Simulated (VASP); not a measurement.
Input of a VASP 6.6.1 run:

The input INCAR:

```
SYSTEM = Mg6H13F
PREC = Accurate
ENCUT = 520
EDIFF = 1E-6
ISMEAR = -1
SIGMA = 0.05
LREAL = Auto
LASPH = .True.
NELM = 100
ALGO = Normal
ISIF = 2
LWAVE = .False.
LCHARG = .False.
GGA = PE
NBANDS = 32
```

The input KPOINTS:

```
Automatic mesh
0
Gamma
  3 3 1
  0 0 0
```

Contents of POSCAR:

```
Mg6H13F
1.0
    5.4336820000      0.0000000000      0.0000000000
    1.6790490000      5.1677550000      0.0000000000
    0.0000000000      0.0000000000     19.7321500000
Mg H F
6 13 1
Direct
    0.0000000000      0.0000000000      0.0506787147
    0.3819624609      0.3819647023      0.1062884683
    0.7324327925      0.7305880406      0.1696672689
    0.1735524859      0.1729377650      0.2370648916
    0.5114827584      0.5084219356      0.2901052344
    0.9023967433      0.8951275747      0.3172994327
    0.1615292608      0.1615208151      0.1187452964
    0.0759617135      0.6879776615      0.1062884683
    0.6024140648      0.6024085894      0.0938316402
    0.6879756325      0.0759710938      0.1062884683
    0.9124780828      0.9137817099      0.2212429968
    0.8430599331      0.3809778134      0.2024259901
    0.3558182741      0.3836675694      0.2065157623
    0.3986359927      0.8405584243      0.2121410997
    0.7566324162      0.6416132344      0.3016751849
    0.5948970398      0.1672486409      0.3091908383
    0.0902507190      0.1139372900      0.3279723700
    0.1906298728      0.5984803846      0.3230109238
    0.5345242498      1.0443800064      0.3955372324
    0.6974542547      0.9167423765      0.4041120709
```

Potentials or basis: VASP PAW PBE potentials, release 64 (Mg, H, F).

Command:

```console
$ cat potpaw_PBE.64/Mg/POTCAR potpaw_PBE.64/H/POTCAR potpaw_PBE.64/F/POTCAR > POTCAR
$ mpirun -np 1 vasp_std > vasp.out
```

Estimate the largest force.

2.327 eV/Å.

Predict the band gap on the k mesh.

0.10 eV, indirect (least direct gap 0.19 eV).

Forces on the atoms (eV/Å):
```
Mg  -0.144 -0.089  2.321
Mg   0.443  0.336  1.095
Mg   0.303  0.141  0.202
Mg  -0.378 -0.191  0.143
Mg  -0.261 -0.096 -0.752
Mg  -0.059 -0.406 -0.357
H    0.008 -0.011 -1.060
H   -0.002 -0.055 -0.800
H   -0.383 -0.236 -0.577
H   -0.062  0.025 -0.764
H    0.129 -0.017 -0.294
H    0.018  0.200  0.003
H    0.199  0.101 -0.345
H    0.239 -0.081  0.055
H   -0.003 -0.059  0.070
H   -0.362  0.186  0.040
H    0.448  0.224 -0.165
H   -0.033  0.061  0.336
H    0.066  0.087 -0.493
F   -0.163 -0.118  1.341
```
